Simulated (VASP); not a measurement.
# Hg (Fm-3m) in VASP: notebook

Aim: see how the results for Hg move with the level of theory and the settings. Levels: PBE+D3(BJ), r2SCAN+rVV10. Tasks: relaxation of cell and atoms.

All numbers are computed with VASP 6.6.1; they aren't measurements. Logs are shortened: lines on timing, memory, paths and dates and some standing lists are left out, and cuts for length are marked.

**1. The cell of the first run**

It takes space group Fm-3m (No. 225, cubic). Conventional cell: a = 4.784 Å, b = 4.784 Å, c = 4.784 Å, α = 90.00°, β = 90.00°, γ = 90.00°. Within 4.4 Å of Hg (site symmetry m-3m) lie 12 Hg at 3.38 Å.

**2. Relaxation of cell and atoms, PBE+D3(BJ)**

INCAR

```
SYSTEM = Hg
  PREC = Accurate
  ENCUT = 600
  EDIFF = 1E-7
  ISMEAR = -1
  SIGMA = 0.02
  LREAL = .FALSE.
  LASPH = .TRUE.
  NELM = 100
  ALGO = Normal
  ISIF = 3
  LWAVE = .FALSE.
  LCHARG = .FALSE.
  GGA = PE
  IVDW = 12
  IBRION = 2
  NSW = 80
  EDIFFG = -0.005
```

KPOINTS

```
regular mesh
0
G
  8 8 8
  0 0 0
```

POSCAR

```
Hg
1.0
    0.0000000000      2.3919113801      2.3919113801
    2.3919113801      0.0000000000      2.3919113801
    2.3919113801      2.3919113801      0.0000000000
Hg
1
Direct
    0.0000000000      0.0000000000      0.0000000000
```

Potentials or basis: VASP PAW PBE potentials, release 64 (Hg).

On the command line:

```sh
$ cat potpaw_PBE.64/Hg/POTCAR > POTCAR
$ mpirun -np 1 vasp_std > vasp.out
```

OUTCAR:

```text
SYSTEM = Hg
   PREC = Accurate
   ENCUT = 600
   EDIFF = 1E-7
   ISMEAR = -1
   LREAL = .FALSE.
   LASPH = .TRUE.
   NELM = 100
   ISIF = 3
   GGA = PE
   IVDW = 12
   IBRION = 2
   NSW = 80
   EDIFFG = -0.005
 IVDW          = 12

 ion  position               nearest neighbor table
   1  0.000  0.000  0.000-

  LATTYP: Found a face centered cubic cell.
 ALAT       =     4.7838227602

  Lattice vectors:

 A1 = (   0.0000000000,   2.3919113801,   2.3919113801)
 A2 = (   2.3919113801,   0.0000000000,   2.3919113801)
 A3 = (   2.3919113801,   2.3919113801,   0.0000000000)

Analysis of symmetry for initial positions (statically):
=====================================================================
 Subroutine PRICEL returns:
 Original cell was already a primitive cell.

 Routine SETGRP: Setting up the symmetry group for a
 face centered cubic supercell.

 Subroutine GETGRP returns: Found 48 space group operations
 (whereof 48 operations were pure point group operations)
 out of a pool of 48 trial point group operations.

The static configuration has the point symmetry O_h .

Analysis of symmetry for dynamics (positions and initial velocities):
=====================================================================
 Subroutine PRICEL returns:
 Original cell was already a primitive cell.

 Routine SETGRP: Setting up the symmetry group for a
 face centered cubic supercell.

 Subroutine GETGRP returns: Found 48 space group operations
 (whereof 48 operations were pure point group operations)
 out of a pool of 48 trial point group operations.

The dynamic configuration has the point symmetry O_h .

 Subroutine INISYM returns: Found 48 space group operations
 (whereof 48 operations are pure point group operations),
 and found     1 'primitive' translations

----------------------------------------------------------------------------------------

                                     Primitive cell

  volume of cell :      27.3694

  direct lattice vectors                    reciprocal lattice vectors
     0.000000000  2.391911380  2.391911380    -0.209037845  0.209037845  0.209037845
     2.391911380  0.000000000  2.391911380     0.209037845 -0.209037845  0.209037845
     2.391911380  2.391911380  0.000000000     0.209037845  0.209037845 -0.209037845

  length of vectors
     3.382673514  3.382673514  3.382673514     0.362064168  0.362064168  0.362064168

  position of ions in fractional coordinates (direct lattice)
     0.000000000  0.000000000  0.000000000

  ion indices of the primitive-cell ions
   primitive index   ion index
                 1           1

[... 65 lines left out ...]
   ISPIN  =      1    spin polarized calculation?
   LNONCOLLINEAR =      F non collinear calculations
   LSORBIT =      F    spin-orbit coupling
   LASPH  =      T    aspherical Exc in radial PAW
   ENCUT  =  600.0 eV  44.10 Ry    6.64 a.u.   6.76  6.76  6.76*2*pi/ulx,y,z
   NELM   =    100;   NELMIN=  2; NELMDL= -5     # of ELM steps
   EDIFF  = 0.1E-06   stopping-criterion for ELM
   LREAL  =      F    real-space projection
   EDIFFG = -.5E-02   stopping-criterion for IOM
   NSW    =     80    number of steps for IOM
   IBRION =      2    ionic relax: 0-MD 1-quasi-New 2-CG
   NFREE  =      1    steps in history (QN), initial steepest desc. (CG)
   ISIF   =      3    stress and relaxation
   ISYM   =      2    0-nonsym 1-usesym 2-fastsym
   POTIM  = 0.5000    time-step for ionic-motion
   TEBEG  =    0.0;   TEEND  =   0.0 temperature during run
   PSTRESS=    0.0 pullay stress
   NELECT =      12.0000    total number of electrons
   NUPDOWN=      -1.0000    fix difference up-down
   EMIN   =  10.00;   EMAX   =-10.00  energy-range for DOS
   EFERMI =   0.00;   METHOD = LEGACY
   ISMEAR =    -1;   SIGMA  =   0.02  broadening in eV -4-tet -1-fermi 0-gaus
   EFERMI_NEDOS =   21; number of points for ismear=-14 and -15
   IALGO  =     38    algorithm
   IMIX   =      4    mixing-type and parameters
     AMIX     =   0.40;   BMIX     =  1.00
     AMIX_MAG =   1.60;   BMIX_MAG =  1.00
  volume/ion in A,a.u.               =      27.37       184.70
  Fermi-wavevector in a.u.,A,eV,Ry     =   1.243694  2.350241 21.045144  1.546774
  Thomas-Fermi vector in A             =   2.377993
   LORBIT       =      0    0 simple, 1 ext, 2 COOP (PROOUT), +10 PAW based schemes
   GGA     = PE    functional components
   LHFCALC =     F    Hartree Fock is set to
   AEXX    =    0.0000 exact exchange contribution
   IVDW    =    12    specifies the selected vdW correction
   LEPSILON=     F    determine dielectric tensor
   LRPA    =     F    only Hartree local field effects (RPA)
 conjugate gradient relaxation of ions
 non-spin polarized calculation
  energy-cutoff  :      600.00
  volume of cell :       27.37
 maximum number of plane-waves:       941
   NGX = 13   NGY = 13   NGZ = 13

--------------------------------------- Ionic step        1  -------------------------------------------

 number of electron      11.9999999 magnetization

 Free energy of the ion-electron system (eV)
  ---------------------------------------------------
  ext. energy  EPLUGINS =         0.00000000
  ---------------------------------------------------
  free energy    TOTEN  =        -0.15255240 eV

  energy without entropy =       -0.15186850  energy(sigma->0) =       -0.15221045

------------------------ aborting loop because EDIFF is reached ----------------------------------------

 Edisp (eV)   -0.38278

 E8    (eV) :    -0.1739
[... 69 lines left out ...]
--------------------------------------- Ionic step        3  -------------------------------------------

 number of electron      11.9999999 magnetization

 Free energy of the ion-electron system (eV)
  ---------------------------------------------------
  ext. energy  EPLUGINS =         0.00000000
  ---------------------------------------------------
  free energy    TOTEN  =        -0.14850139 eV

  energy without entropy =       -0.14782118  energy(sigma->0) =       -0.14816128

 E-fermi :   1.6839     XC(G=0): -10.1006

 val. band max:        1.6534396331   @ k =  -0.3750   0.5000   0.1250
 cond. band min:       1.6886021688   @ k =   0.5000   0.5000   0.0000
 fundamental gap:      0.0351625357
 Fermi energy:         1.6838826099

 k-point     1 :       0.0000    0.0000    0.0000
  band No.  band energies     occupation
      1      -6.2441      2.00000
      2      -4.8494      2.00000
      3      -4.8494      2.00000
      4      -4.8494      2.00000
      5      -4.3713      2.00000
      6      -4.3713      2.00000
      7      15.0272      0.00000
      8      15.2713      0.00000
      9      15.2713      0.00000
     10      15.2713      0.00000
[... 287 lines left out ...]
 k-point    24 :      -0.3750    0.2500    0.1250
  band No.  band energies     occupation
      1      -5.1848      2.00000
      2      -4.9818      2.00000
      3      -4.5263      2.00000
      4      -4.4535      2.00000
      5      -3.9940      2.00000
      6       0.3236      2.00000
      7       2.1487      0.00000
      8       8.4056      0.00000
      9      10.0072      0.00000
     10      15.1810      0.00000

 [... further k-points ...]

------------------------ aborting loop because EDIFF is reached ----------------------------------------

 Edisp (eV)   -0.38703

 E8    (eV) :    -0.1757
[... 24 lines left out ...]
  FREE ENERGIE OF THE ION-ELECTRON SYSTEM (eV)
  ---------------------------------------------------
  free  energy   TOTEN  =        -0.5355268657 eV

  energy  without entropy=       -0.5348466520  energy(sigma->0) =       -0.53518676

 reached required accuracy - stopping structural energy minimisation
```

OSZICAR:

```text
N       E                     dE             d eps       ncg     rms          rms(c)
DAV:   1     0.796196126750E+02    0.79620E+02   -0.71942E+03   620   0.127E+03
DAV:   2     0.117520964813E+01   -0.78444E+02   -0.73623E+02   610   0.260E+02
DAV:   3    -0.167170604303E+00   -0.13424E+01   -0.13411E+01   642   0.412E+01
[... 23 lines left out ...]
DAV:   4    -0.148500646475E+00    0.34525E-04   -0.49480E-05   592   0.816E-02    0.516E-03
DAV:   5    -0.148500878508E+00   -0.23203E-06   -0.16432E-06   598   0.148E-02    0.101E-03
DAV:   6    -0.148501196061E+00   -0.31755E-06   -0.97974E-08   524   0.304E-03    0.632E-04
DAV:   7    -0.148501429770E+00   -0.23371E-06   -0.56487E-08   464   0.245E-03    0.222E-04
DAV:   8    -0.148501391373E+00    0.38397E-07   -0.14037E-09   290   0.317E-04
   3 F= -.53552687E+00 E0= -.53518676E+00  d E =-.190098E-03
```

Run time: 9.6 s. Hardware: 1 thread of Intel Xeon 6975P-C (Granite Rapids), shared host; peak memory 0.17 GiB.

What came out:

```
Free energy                            : -0.5355 eV
Relaxed volume                         : 27.06 Å³/atom
Relaxed cell                           : a = 3.370 Å, b = 3.370 Å, c = 3.370 Å, α = 60.00°, β = 60.00°, γ = 60.00°
Space group after relaxing (to 0.05 Å) : Fm-3m (No. 225)
Energy gained by relaxing              : 0.2 meV/atom
Ionic steps                            : 3
Pressure after relaxing                : 0.0 GPa
Band gap on the k mesh                 : zero (band 6 reaches 1.69 eV, above the bottom of band 7 at 0.72 eV)
Dispersion energy per atom             : -0.387 eV
```

Step by step:
```tsv
step	energy change (eV)	largest force (eV/Å)	pressure (GPa)	volume (Å³)
1	0.0000	0.0000	-0.21	27.37
2	-0.0001	0.0000	-0.11	27.23
3	-0.0002	0.0000	0.01	27.06
```

Final structure:
```cif
data_structure
_symmetry_space_group_name_H-M 'P 1'
_symmetry_Int_Tables_number 1
_cell_length_a 3.3701
_cell_length_b 3.3701
_cell_length_c 3.3701
_cell_angle_alpha 60.000
_cell_angle_beta 60.000
_cell_angle_gamma 60.000
_cell_volume 27.06
loop_
_atom_site_label
_atom_site_type_symbol
_atom_site_fract_x
_atom_site_fract_y
_atom_site_fract_z
_atom_site_occupancy
Hg1 Hg 0.00000 0.00000 0.00000 1
```

Levels at points of the mesh, in eV from the Fermi level:
| k point | band 4 | band 5 | band 6 | band 7 | band 8 | band 9 |
| --- | --- | --- | --- | --- | --- | --- |
| (0.00, 0.00, 0.00) | -6.53 | -6.06 | -6.06 | 13.34 | 13.59 | 13.59 |
| (0.50, 0.00, 0.00) | -5.65 | -5.65 | -1.80 | -0.97 | 11.41 | 11.41 |
| (0.50, 0.50, 0.00) | -5.54 | -5.54 | 0.00 | 0.26 | 6.66 | 6.66 |

Caveat: spin-orbit coupling is left out, which moves the levels of the heavy elements; pairwise dispersion overbinds metals, which lowers pressure and volume.

**3. Relaxation of cell and atoms, r2SCAN+rVV10**

This run uses another cell than the first one, of 26.76 Å³/atom, 0.978 times its volume.

POSCAR

```
Hg
1.0
    0.0000000000      2.3739226572      2.3739226572
    2.3739226572      0.0000000000      2.3739226572
    2.3739226572      2.3739226572      0.0000000000
Hg
1
Direct
    0.0000000000      0.0000000000      0.0000000000
```

INCAR.step1

```
SYSTEM = Hg
ALGO = Normal ; EDIFF = 1E-4
ENCUT = 600 ; GGA = PE
ISMEAR = -1 ; LASPH = .True.
LCHARG = .False. ; LREAL = .False.
LWAVE = .True. ; NELM = 100
PREC = Accurate ; SIGMA = 0.02
```

INCAR.step2

```
SYSTEM = Hg
ALGO = Normal ; BPARAM = 11.95
CPARAM = 0.0093 ; EDIFF = 1E-6
EDIFFG = -0.005 ; ENCUT = 600
IBRION = 2 ; ISIF = 3
ISMEAR = -1 ; ISTART = 1
IVDW_NL = 2 ; LASPH = .True.
LCHARG = .False. ; LMIXTAU = .True.
LREAL = .False. ; LUSE_VDW = .True.
LWAVE = .False. ; METAGGA = R2SCAN
NELM = 100 ; NSW = 80
PREC = Accurate ; SIGMA = 0.02
```

KPOINTS

```
k-points
0
Gamma
  8 8 8
  0 0 0
```

Potentials or basis: VASP PAW PBE potentials, release 64 (Hg).

On the command line:

```sh
$ cat potpaw_PBE.64/Hg/POTCAR > POTCAR
$ cp INCAR.step1 INCAR
$ mpirun -np 1 vasp_std > vasp.out
$ cp INCAR.step2 INCAR
$ mpirun -np 1 vasp_std > vasp.out
```

Run time: 89 s. Hardware: 1 thread of Intel Xeon 6975P-C (Granite Rapids), shared host; peak memory 0.27 GiB.

The run converged. Its results:

| Quantity | Value |
| --- | --- |
| Free energy | -49.0410 eV |
| Relaxed volume | 26.87 Å³/atom |
| Relaxed cell | a = 3.362 Å, b = 3.362 Å, c = 3.362 Å, α = 60.00°, β = 60.00°, γ = 60.00° |
| Space group after relaxing (to 0.05 Å) | Fm-3m (No. 225) |
| Energy gained by relaxing | 0.0 meV/atom |
| Ionic steps | 3 |
| Pressure after relaxing | 0.0 GPa |
| Band gap on the k mesh | zero (band 6 reaches 1.58 eV, above the bottom of band 7 at 0.71 eV) |

Final structure:
```
Hg
1.0
     0.00000    2.37727    2.37727
     2.37727    0.00000    2.37727
     2.37727    2.37727    0.00000
Hg
1
Direct
  0.00000 0.00000 0.00000
```

Levels at points of the mesh, in eV from the Fermi level:
| k point | band 2 | band 3 | band 4 | band 5 | band 6 | band 7 | band 8 | band 9 | band 10 |
| --- | --- | --- | --- | --- | --- | --- | --- | --- | --- |
| (0.00, 0.00, 0.00) | -6.88 | -6.88 | -6.88 | -6.39 | -6.39 | 14.10 | 14.13 | 14.13 | 14.13 |
| (0.50, 0.00, 0.00) | -6.88 | -6.88 | -5.96 | -5.96 | -1.87 | -0.86 | 11.90 | 11.90 | 13.26 |
| (0.50, 0.50, 0.00) | -7.53 | -5.99 | -5.85 | -5.85 | 0.01 | 0.42 | 6.99 | 6.99 | 11.05 |

Caveat: the PAW data sets were made with another functional, which shifts forces and pressure a little; spin-orbit coupling is left out, which moves the levels of the heavy elements.

**4. Relaxation of cell and atoms, r2SCAN+rVV10**

This run uses another cell than the first one, of 26.76 Å³/atom, 0.978 times its volume.

POSCAR is that of step 3.

INCAR.step1

```
SYSTEM = Hg
ALGO = Normal ; EDIFF = 1E-5
EDIFFG = -0.005 ; ENCUT = 550
GGA = PE ; GGA_COMPAT = .False.
IBRION = 2 ; ISIF = 3
ISMEAR = -1 ; LASPH = .True.
LCHARG = .False. ; LREAL = .False.
LWAVE = .True. ; NELM = 120
NELMIN = 4 ; NSW = 100
PREC = Accurate ; SIGMA = 0.02
```

INCAR.step2

```
SYSTEM = Hg
ALGO = Normal ; BPARAM = 11.95
CPARAM = 0.0093 ; EDIFF = 1E-7
EDIFFG = -0.005 ; ENCUT = 550
GGA_COMPAT = .False. ; IBRION = 2
ISIF = 3 ; ISMEAR = -1
ISTART = 1 ; IVDW_NL = 2
LASPH = .True. ; LCHARG = .False.
LMIXTAU = .True. ; LREAL = .False.
LUSE_VDW = .True. ; LWAVE = .False.
METAGGA = R2SCAN ; NELM = 120
NELMIN = 4 ; NSW = 80
PREC = Accurate ; SIGMA = 0.02
```

KPOINTS is that of step 3.

Potentials or basis: VASP PAW PBE potentials, release 64 (Hg_sv_GW).

On the command line:

```sh
$ cat potpaw_PBE.64/Hg_sv_GW/POTCAR > POTCAR
$ cp INCAR.step1 INCAR
$ mpirun -np 1 vasp_std > vasp.out
$ cp INCAR.step2 INCAR
$ mpirun -np 1 vasp_std > vasp.out
```

Run time: 6.9 min. Hardware: 1 thread of AMD EPYC 7R43 (Zen 3), shared host; peak memory 0.25 GiB.

It converged, with:

```
Free energy                            : -48.6604 eV
Relaxed volume                         : 26.02 Å³/atom
Relaxed cell                           : a = 3.326 Å, b = 3.326 Å, c = 3.326 Å, α = 60.00°, β = 60.00°, γ = 60.00°
Space group after relaxing (to 0.05 Å) : Fm-3m (No. 225)
Energy gained by relaxing              : 1.9 meV/atom
Ionic steps                            : 3
Pressure after relaxing                : 0.0 GPa
Band gap on the k mesh                 : zero (band 10 reaches 4.88 eV, above the bottom of band 11 at 3.76 eV)
```

The path:
```tsv
step	energy change (eV)	largest force (eV/Å)	pressure (GPa)	volume (Å³)
1	0.0000	0.0000	-0.81	26.76
2	-0.0017	0.0000	-0.25	26.24
3	-0.0019	0.0000	-0.02	26.02
```

Final structure:
```
CELL_PARAMETERS angstrom
0.00000 2.35191 2.35191
2.35191 0.00000 2.35191
2.35191 2.35191 0.00000
ATOMIC_POSITIONS crystal
Hg 0.00000 0.00000 0.00000
```

Levels at points of the mesh, in eV from the Fermi level:
```
           k point  band 7  band 8  band 9  band 10  band 11  band 12  band 13  band 14
(0.00, 0.00, 0.00)   -7.08   -7.08   -6.56    -6.56    13.43    14.11    14.11    14.11
(0.50, 0.00, 0.00)   -7.08   -6.10   -6.10    -1.92    -1.10    11.89    11.89    12.74
(0.50, 0.50, 0.00)   -6.13   -5.98   -5.98     0.02     0.20     6.88     6.88    11.19
```

Caveat: the PAW data sets were made with another functional, which shifts forces and pressure a little; spin-orbit coupling is left out, which moves the levels of the heavy elements.

**5. Summary**

| level | potentials or basis | cell | cutoff (eV) | second run | gap on the mesh (eV) | pressure (GPa) | relaxed volume (Å³/atom) |
| --- | --- | --- | --- | --- | --- | --- | --- |
| PBE+D3(BJ) | VASP PAW PBE potentials, release 64 (Hg) | relaxed from a = 3.383 Å, angles 60.0°, 1 atom | 600 | - | none | 0.0 | 27.06 |
| r2SCAN+rVV10 | VASP PAW PBE potentials, release 64 (Hg) | relaxed from a = 3.357 Å, angles 60.0°, 1 atom | 600 | - | none | 0.0 | 26.87 |
| r2SCAN+rVV10 | VASP PAW PBE potentials, release 64 (Hg_sv_GW) | relaxed from a = 3.357 Å, angles 60.0°, 1 atom | 550 | valence_matched | none | 0.0 | 26.02 |

Alike in all rows: task relaxation of cell and atoms; no spin polarisation; k mesh 8 × 8 × 8; smearing fermi-dirac 0.02 eV.

Caveats: spin-orbit coupling is left out, which moves the levels of the heavy elements; the PAW data sets were made with another functional, which shifts forces and pressure a little (some runs); pairwise dispersion overbinds metals, which lowers pressure and volume (some runs).

Absolute energies hang on the potentials; compare differences alone.
